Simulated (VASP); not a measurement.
A run of VASP 6.6.1 is set up as follows.

File INCAR:

```
SYSTEM = GaSb
ALGO = Normal ; EDIFF = 1E-6
ENCUT = 520 ; GGA = PE
ISIF = 2 ; ISMEAR = 0
LASPH = .True. ; LCHARG = .True.
LELF = .True. ; LREAL = .False.
LVHAR = .True. ; LWAVE = .False.
NBANDS = 16 ; NELM = 100
PREC = Accurate ; SIGMA = 0.15
```

Contents of KPOINTS:

```
k-points
0
Gamma
  16 16 16
  0 0 0
```

POSCAR

```
GaSb
1.0
   -2.8118500000      2.8118500000      1.6601500000
    2.8118500000     -2.8118500000      1.6601500000
    2.8118500000      2.8118500000     -1.6601500000
Ga Sb
1 1
Direct
    0.2500000000      0.7500000000      0.5000000000
    0.0000000000      0.0000000000      0.0000000000
```

Potentials or basis: VASP PAW PBE potentials, release 64 (Ga_d, Sb).

Command:

```sh
$ cat potpaw_PBE.64/Ga_d/POTCAR potpaw_PBE.64/Sb/POTCAR > POTCAR
$ mpirun -np 1 vasp_std > vasp.out
```

(1) Estimate the pressure.

(2) Estimate the band gap on the k mesh.

Answers

(1) -3.3 GPa.

(2) zero (bands 9 and 10 overlap by 4.48 eV).

Caveat: the cell stands under tension; spin-orbit coupling is left out, which moves the levels of the heavy elements.
